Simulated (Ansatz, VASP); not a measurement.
**Two plane-wave programs on AlGa3As4**

INCAR

```
SYSTEM = AlGa3As4
  ALGO = Normal
  EDIFF = 1E-7
  EDIFFG = -0.04
  ENCUT = 600
  GGA = PE
  IBRION = 2
  ISIF = 3
  ISMEAR = 0
  LASPH = .True.
  LCHARG = .False.
  LREAL = .False.
  LWAVE = .False.
  NELM = 80
  NSW = 90
  PREC = Accurate
  SIGMA = 0.1
```

Contents of KPOINTS:

```
k-points
0
Gamma
  4 4 4
  0 0 0
```

POSCAR

```
AlGa3As4
1.0
   -2.7520540400      2.7520540400      5.5041080800
    2.7520540400     -2.7520540400      5.5041080800
    2.7520540400      2.7520540400     -5.5041080800
Al Ga As
1 3 4
Direct
    0.5000000000      0.5000000000      0.0000000000
    0.0000000000      0.0000000000      0.0000000000
    0.2500000000      0.7500000000      0.5000000000
    0.7500000000      0.2500000000      0.5000000000
    0.8750000000      0.8750000000      0.5000000000
    0.3750000000      0.3750000000      0.5000000000
    0.1250000000      0.6250000000      0.0000000000
    0.6250000000      0.1250000000      0.0000000000
```

Input for Ansatz:

```yaml
crystal:
  lattice:
    - [-2.75205404, 2.75205404, 5.50410808]
    - [2.75205404, -2.75205404, 5.50410808]
    - [2.75205404, 2.75205404, -5.50410808]
  atoms:
    - { symbol: Al, position: [0.5, 0.5, 0.0] }
    - { symbol: Ga, position: [0.0, 0.0, 0.0] }
    - { symbol: Ga, position: [0.25, 0.75, 0.5] }
    - { symbol: Ga, position: [0.75, 0.25, 0.5] }
    - { symbol: As, position: [0.875, 0.875, 0.5] }
    - { symbol: As, position: [0.375, 0.375, 0.5] }
    - { symbol: As, position: [0.125, 0.625, 0.0] }
    - { symbol: As, position: [0.625, 0.125, 0.0] }
basis:
  ecutwfc: 420
kpoints:
  mp_grid: { grid: [4, 4, 4] }
hamiltonian:
  xc: pbe
scf:
  occupations: { method: gaussian, width: 0.1 }
  lower_state_search: "off"
output:
  forces: true
  stress: true
  eigenvalues: true
relax:
  adjacent_minimum: "off"
  f_tol: 0.04
  max_steps: 70
  cell: { stress_tol: 0.4 }
```

Alike in both runs: task relaxation of cell and atoms; functional PBE; k mesh 4 × 4 × 4; occupations gaussian, width 0.1 eV; no spin polarisation.

```csv
,VASP,Ansatz
version,VASP 6.6.1,Ansatz 0.2.0
potentials or method,"VASP PAW PBE potentials, release 64 (Al, Ga_d, As), cutoff 600 eV","scalar-relativistic, plane waves, PAW"
valence electrons in the cell,62,102
```

```tsv
	VASP	Ansatz	Ansatz less VASP
gap on the k mesh at the Fermi level, each at its own relaxed structure (eV)	0.55	0.61	+0.051
relaxed volume (Å³/atom)	23.69	23.51	-0.175
relaxed length of the cell vector where the two differ most in proportion (Å)	7.035	7.017	-0.0175
```

VASP's potentials hold 62 valence electrons a cell and Ansatz's 102, so a difference there can come from the potentials and not from the codes.
